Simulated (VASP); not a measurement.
# Mo (P6_3/mmc) in VASP: a series of runs

The runs below take Mo through single point, with PBEsol.

Program: VASP 6.6.1. These are calculated values, not measurements. Logs are shortened: lines on timing, memory, paths and dates and some standing lists are left out, and cuts for length are marked.

### 1 The cell of the first run

It takes space group P6_3/mmc (No. 194, hexagonal). Conventional cell: a = 2.740 Å, b = 2.740 Å, c = 9.805 Å, α = 90.00°, β = 90.00°, γ = 120.00°. Within 3.3 Å of Mo (site symmetry 3m) lie 10 Mo at 2.53 to 2.85 Å.

This isn't the form of Mo at room conditions, which is bcc.

### 2 Single point, PBEsol

INCAR

```
SYSTEM = Mo
PREC = Accurate
ENCUT = 520
EDIFF = 1E-6
ISMEAR = 0
SIGMA = 0.1
LREAL = .False.
LASPH = .True.
NELM = 100
ALGO = Normal
ISIF = 2
LWAVE = .False.
LCHARG = .False.
GGA = PS
NBANDS = 36
```

KPOINTS

```
regular mesh
0
Gamma
  9 9 2
  0 0 0
```

POSCAR

```
Mo
1.0
    2.7399011821      0.0000000000      0.0000000000
   -1.3699505910      2.3728240276      0.0000000000
    0.0000000000      0.0000000000      9.8047849107
Mo
4
Direct
    0.3333333333      0.6666666667      0.3790241120
    0.6666666667      0.3333333333      0.8790241120
    0.6666666667      0.3333333333      0.6209758880
    0.3333333333      0.6666666667      0.1209758880
```

Potentials or basis: VASP PAW PBE potentials, release 64 (Mo_sv).

The run is started by

```
cat potpaw_PBE.64/Mo_sv/POTCAR > POTCAR
mpirun -np 1 vasp_std > vasp.out
```

OUTCAR:

```text
SYSTEM = Mo
   PREC = Accurate
   ENCUT = 520
   EDIFF = 1E-6
   ISMEAR = 0
   LREAL = .False.
   LASPH = .True.
   NELM = 100
   ISIF = 2
   GGA = PS

 ion  position               nearest neighbor table
   1  0.333  0.667  0.379-   4 2.53   3 2.85   3 2.85   3 2.85
   2  0.667  0.333  0.879-   3 2.53   4 2.85   4 2.85   4 2.85
   3  0.667  0.333  0.621-   2 2.53   1 2.85   1 2.85   1 2.85
   4  0.333  0.667  0.121-   1 2.53   2 2.85   2 2.85   2 2.85

  LATTYP: Found a hexagonal cell.
 ALAT       =     2.7399011821
 C/A-ratio  =     3.5785177125

  Lattice vectors:

 A1 = (   2.7399011821,   0.0000000000,   0.0000000000)
 A2 = (  -1.3699505910,   2.3728240276,   0.0000000000)
 A3 = (   0.0000000000,   0.0000000000,   9.8047849107)

Analysis of symmetry for initial positions (statically):
=====================================================================
 Subroutine PRICEL returns:
 Original cell was already a primitive cell.

 Routine SETGRP: Setting up the symmetry group for a
 hexagonal supercell.

 Subroutine GETGRP returns: Found 24 space group operations
 (whereof 12 operations were pure point group operations)
 out of a pool of 24 trial point group operations.

The static configuration has the point symmetry D_3d.
 The point group associated with its full space group is D_6h.

Analysis of symmetry for dynamics (positions and initial velocities):
=====================================================================
 Subroutine PRICEL returns:
 Original cell was already a primitive cell.

 Routine SETGRP: Setting up the symmetry group for a
 hexagonal supercell.

 Subroutine GETGRP returns: Found 24 space group operations
 (whereof 12 operations were pure point group operations)
 out of a pool of 24 trial point group operations.

The dynamic configuration has the point symmetry D_3d.
 The point group associated with its full space group is D_6h.

 Subroutine INISYM returns: Found 24 space group operations
 (whereof 12 operations are pure point group operations),
 and found     1 'primitive' translations

----------------------------------------------------------------------------------------

                                     Primitive cell

  volume of cell :      63.7439

  direct lattice vectors                    reciprocal lattice vectors
     2.739901182  0.000000000  0.000000000     0.364976667  0.210719377  0.000000000
    -1.369950591  2.372824028  0.000000000     0.000000000  0.421438753  0.000000000
     0.000000000  0.000000000  9.804784911     0.000000000  0.000000000  0.101991019

  length of vectors
     2.739901182  2.739901182  9.804784911     0.421438753  0.421438753  0.101991019

  position of ions in fractional coordinates (direct lattice)
     0.333333333  0.666666667  0.379024112
     0.666666667  0.333333333  0.879024112
     0.666666667  0.333333333  0.620975888
     0.333333333  0.666666667  0.120975888

  ion indices of the primitive-cell ions
   primitive index   ion index
                 1           1
                 2           2
                 3           3
                 4           4

----------------------------------------------------------------------------------------

 KPOINTS: regular mesh

Automatic generation of k-mesh.
 Grid dimensions read from file:
 generate k-points for:    9    9    2

 Generating k-lattice:

  Cartesian coordinates                     Fractional coordinates (reciprocal lattice)
     0.040552963  0.023413264  0.000000000     0.111111111  0.000000000  0.000000000
     0.000000000  0.046826528  0.000000000     0.000000000  0.111111111  0.000000000
     0.000000000  0.000000000  0.050995509     0.000000000  0.000000000  0.500000000

  Length of vectors
     0.046826528  0.046826528  0.050995509

  Shift w.r.t. Gamma in fractional coordinates (k-lattice)
     0.000000000  0.000000000  0.000000000

 Subroutine IBZKPT returns following result:
 ===========================================

 Found     24 irreducible k-points:

 Following reciprocal coordinates:
            Coordinates               Weight
  0.000000  0.000000  0.000000      1.000000
  0.111111  0.000000  0.000000      6.000000
  0.222222  0.000000  0.000000      6.000000
  0.333333  0.000000  0.000000      6.000000
  0.444444  0.000000  0.000000      6.000000
  0.111111  0.111111  0.000000      6.000000
[... 16 lines left out ...]
  0.333333  0.222222  0.500000     12.000000
  0.333333  0.333333  0.500000      2.000000
   k-points           NKPTS =     24   k-points in BZ     NKDIM =     24   number of bands    NBANDS=     36
   number of dos      NEDOS =    301   number of ions     NIONS =      4
   total plane-waves  NPLWV =  32000
   dimension x,y,z NGX =    20 NGY =   20 NGZ =   80
   dimension x,y,z NGXF=    40 NGYF=   40 NGZF=  160
   ions per type =               4
   NGX,Y,Z   is equivalent  to a cutoff of  12.14, 12.14, 13.56 a.u.
   NGXF,Y,Z  is equivalent  to a cutoff of  24.27, 24.27, 27.13 a.u.
 SYSTEM =  Mo
   PREC   = accura    normal or accurate (medium, high low for compatibility)
   ISTART =      0    job   : 0-new  1-cont  2-samecut
   ICHARG =      2    charge: 1-file 2-atom 10-const
   ISPIN  =      1    spin polarized calculation?
   LNONCOLLINEAR =      F non collinear calculations
   LSORBIT =      F    spin-orbit coupling
   LASPH  =      T    aspherical Exc in radial PAW
   ENCUT  =  520.0 eV  38.22 Ry    6.18 a.u.   5.09  5.09 18.23*2*pi/ulx,y,z
   NELM   =    100;   NELMIN=  2; NELMDL= -5     # of ELM steps
   EDIFF  = 0.1E-05   stopping-criterion for ELM
   LREAL  =      F    real-space projection
   EDIFFG = 0.1E-04   stopping-criterion for IOM
   NSW    =      0    number of steps for IOM
   IBRION =     -1    ionic relax: 0-MD 1-quasi-New 2-CG
   NFREE  =      0    steps in history (QN), initial steepest desc. (CG)
   ISIF   =      2    stress and relaxation
   ISYM   =      2    0-nonsym 1-usesym 2-fastsym
   POTIM  = 0.5000    time-step for ionic-motion
   TEBEG  =    0.0;   TEEND  =   0.0 temperature during run
   PSTRESS=    0.0 pullay stress
   NELECT =      56.0000    total number of electrons
   NUPDOWN=      -1.0000    fix difference up-down
   EMIN   =  10.00;   EMAX   =-10.00  energy-range for DOS
   EFERMI =   0.00;   METHOD = LEGACY
   ISMEAR =     0;   SIGMA  =   0.10  broadening in eV -4-tet -1-fermi 0-gaus
   EFERMI_NEDOS =   21; number of points for ismear=-14 and -15
   IALGO  =     38    algorithm
   IMIX   =      4    mixing-type and parameters
     AMIX     =   0.40;   BMIX     =  1.00
     AMIX_MAG =   1.60;   BMIX_MAG =  1.00
  volume/ion in A,a.u.               =      15.94       107.54
  Fermi-wavevector in a.u.,A,eV,Ry     =   1.567923  2.962944 33.448316  2.458382
  Thomas-Fermi vector in A             =   2.670031
   LORBIT       =      0    0 simple, 1 ext, 2 COOP (PROOUT), +10 PAW based schemes
   GGA     = PS    functional components
   LHFCALC =     F    Hartree Fock is set to
   AEXX    =    0.0000 exact exchange contribution
   IVDW    =     0    specifies the selected vdW correction
   LEPSILON=     F    determine dielectric tensor
   LRPA    =     F    only Hartree local field effects (RPA)
 non-spin polarized calculation
 Gauss-broadening in eV      SIGMA  =   0.10
  energy-cutoff  :      520.00
  volume of cell :       63.74
 maximum number of plane-waves:      1749
   NGX = 11   NGY = 11   NGZ = 37

 number of electron      55.9999997 magnetization

 Free energy of the ion-electron system (eV)
  ---------------------------------------------------
  ext. energy  EPLUGINS =         0.00000000
  ---------------------------------------------------
  free energy    TOTEN  =       -44.12750586 eV

  energy without entropy =      -44.09377600  energy(sigma->0) =      -44.11064093

 E-fermi :  11.9249     XC(G=0): -13.3595

 val. band max:       11.8992815945   @ k =   0.1111   0.0000   0.0000
 cond. band min:      11.9280719886   @ k =   0.4444   0.0000   0.5000
 fundamental gap:      0.0287903941
 Fermi energy:        11.9249283620

 k-point     1 :       0.0000    0.0000    0.0000
  band No.  band energies     occupation
      1     -48.8859      2.00000
      2     -48.7837      2.00000
      3     -48.7520      2.00000
      4     -48.6467      2.00000
      5     -23.7553      2.00000
      6     -23.1404      2.00000
[... 28 lines left out ...]
     35      14.0164      0.00000
     36      14.0164      0.00000

 k-point     2 :       0.1111    0.0000    0.0000
  band No.  band energies     occupation
      1     -48.8579      2.00000
      2     -48.7609      2.00000
      3     -48.7244      2.00000
      4     -48.6246      2.00000
      5     -23.7137      2.00000
      6     -23.1347      2.00000
[... 28 lines left out ...]
     35      14.0108      0.00000
     36      14.1618      0.00000

 k-point     3 :       0.2222    0.0000    0.0000
  band No.  band energies     occupation
      1     -48.7853      2.00000
      2     -48.7036      2.00000
      3     -48.6532      2.00000
      4     -48.5692      2.00000
      5     -23.6063      2.00000
      6     -23.1436      2.00000
[... 28 lines left out ...]
     35      13.2701      0.00000
     36      14.0078      0.00000
[... 742 lines left out ...]
 k-point    23 :       0.3333    0.2222    0.5000
  band No.  band energies     occupation
      1     -48.5994      2.00000
      2     -48.5994      2.00000
      3     -48.4678      2.00000
      4     -48.4678      2.00000
      5     -23.3712      2.00000
      6     -23.3712      2.00000
[... 28 lines left out ...]
     35      16.1623      0.00000
     36      16.1623      0.00000

 k-point    24 :       0.3333    0.3333    0.5000
  band No.  band energies     occupation
      1     -48.5851      2.00000
      2     -48.5851      2.00000
      3     -48.4560      2.00000
      4     -48.4560      2.00000
      5     -23.2827      2.00000
      6     -23.2827      2.00000
[... 28 lines left out ...]
     35      15.9517      0.00000
     36      15.9517      0.00000

------------------------ aborting loop because EDIFF is reached ----------------------------------------

  FORCE on cell =-STRESS in cart. coord.  units (eV):
  Direction    XX          YY          ZZ          XY          YZ          ZX
  --------------------------------------------------------------------------------------
  -------------------------------------------------------------------------------------
  Total        0.1492319      0.1492319      0.3451247      0.0000000      0.0000000      0.0000000
  in kB        3.7508857      3.7508857      8.6745734      0.0000000      0.0000000      0.0000000
  external PRESSURE =       5.3921149 kB  Pullay stress =       0.0000000 kB

 VOLUME and BASIS-vectors are now :
 -----------------------------------------------------------------------------
  energy-cutoff  :      520.00
  volume of cell :       63.74
      direct lattice vectors                 reciprocal lattice vectors
     2.739901182  0.000000000  0.000000000     0.364976667  0.210719377  0.000000000
    -1.369950591  2.372824028  0.000000000     0.000000000  0.421438753  0.000000000
     0.000000000  0.000000000  9.804784911     0.000000000  0.000000000  0.101991019

 POSITION                                       TOTAL-FORCE (eV/Angst)
 -----------------------------------------------------------------------------------
     -0.00000      1.58188      3.71625        -0.000000      0.000000      0.015726
      1.36995      0.79094      8.61864         0.000000     -0.000000      0.015726
      1.36995      0.79094      6.08854         0.000000     -0.000000     -0.015726
     -0.00000      1.58188      1.18614        -0.000000      0.000000     -0.015726
 -----------------------------------------------------------------------------------
    total drift:                               -0.000000      0.000000     -0.000000

  FREE ENERGIE OF THE ION-ELECTRON SYSTEM (eV)
  ---------------------------------------------------
  free  energy   TOTEN  =       -44.1275058621 eV

  energy  without entropy=      -44.0937760004  energy(sigma->0) =      -44.11064093
```

Run time: 71 s. Hardware: 1 thread of Intel Xeon 8259CL, shared host; peak memory 0.2 GiB.

What came out:

```
Free energy            : -44.1275 eV
Pressure               : 0.5 GPa
Largest force          : 0.016 eV/Å
Band gap on the k mesh : zero (bands 28 and 29 overlap by 1.53 eV)
```

Forces in eV/Å, atoms in the order of the input:
```
Mo   0.000  0.000  0.016
Mo   0.000  0.000  0.016
Mo   0.000  0.000 -0.016
Mo   0.000  0.000 -0.016
```

Stress tensor (GPa, compression positive):
```
0.38 0.00 0.00
0.00 0.38 0.00
0.00 0.00 0.87
```

Levels at points of the mesh, in eV from the Fermi level:
```csv
k point,band 24,band 25,band 26,band 27,band 28,band 29,band 30,band 31,band 32,band 33
"(0.00, 0.00, 0.00)",-0.87,-0.71,-0.66,-0.66,-0.44,-0.44,-0.17,-0.17,0.51,1.18
"(0.00, 0.00, 0.50)",-0.76,-0.76,-0.76,-0.32,-0.32,-0.32,-0.32,-0.25,-0.25,1.53
```

Caveat: the PAW data sets were made with another functional, which shifts forces and pressure a little.

[end of part 1 of 2]
